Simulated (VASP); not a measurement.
Wanted: the native input for a VASP 6.6.1 run.

- Task: dielectric tensor
- Functional: r2SCAN
- Potentials or basis: VASP PAW PBE potentials, release 64 (Al, N)
- Cutoff: 520 eV
- k mesh: 8 × 8 × 8
- Occupations: gaussian, width 0.01 eV
- Spin: no spin polarisation
- Dipole correction: no
- Further INCAR settings: ALGO = Normal; EDIFF = 1e-08

The structure of AlN lies in POSCAR:

```
AlN
1.0
    0.0000000000      2.1848764125      2.1848764125
    2.1848764125      0.0000000000      2.1848764125
    2.1848764125      2.1848764125      0.0000000000
Al N
1 1
Direct
    0.0000000000      0.0000000000      0.0000000000
    0.2500000000      0.2500000000      0.2500000000
```

The input as run:

INCAR

```
SYSTEM = AlN
  PREC = Accurate
  ENCUT = 520
  EDIFF = 1E-8
  ISMEAR = 0
  SIGMA = 0.01
  LREAL = .False.
  LASPH = .True.
  NELM = 60
  ALGO = Normal
  ISIF = 2
  LWAVE = .False.
  LCHARG = .False.
  METAGGA = R2SCAN
  LMIXTAU = .True.
  LCALCEPS = .True.
```

KPOINTS

```
Automatic mesh
0
Gamma
  8 8 8
  0 0 0
```

Potentials or basis: VASP PAW PBE potentials, release 64 (Al, N).

Command:

```bash
$ cat potpaw_PBE.64/Al/POTCAR potpaw_PBE.64/N/POTCAR > POTCAR
$ mpirun -np 1 vasp_std > vasp.out
```

Results of the run:

- Band gap on the k mesh: 3.93 eV, indirect (least direct gap 4.88 eV)
- Electronic dielectric tensor (diagonal): 4.24
- Born charges (mean of the diagonal): Al +2.52; N -2.52 e

It took 14 min on 1 thread of AMD EPYC 9R45 96-Core Processor (Zen 5), on a shared host, peak memory 0.22 GiB.
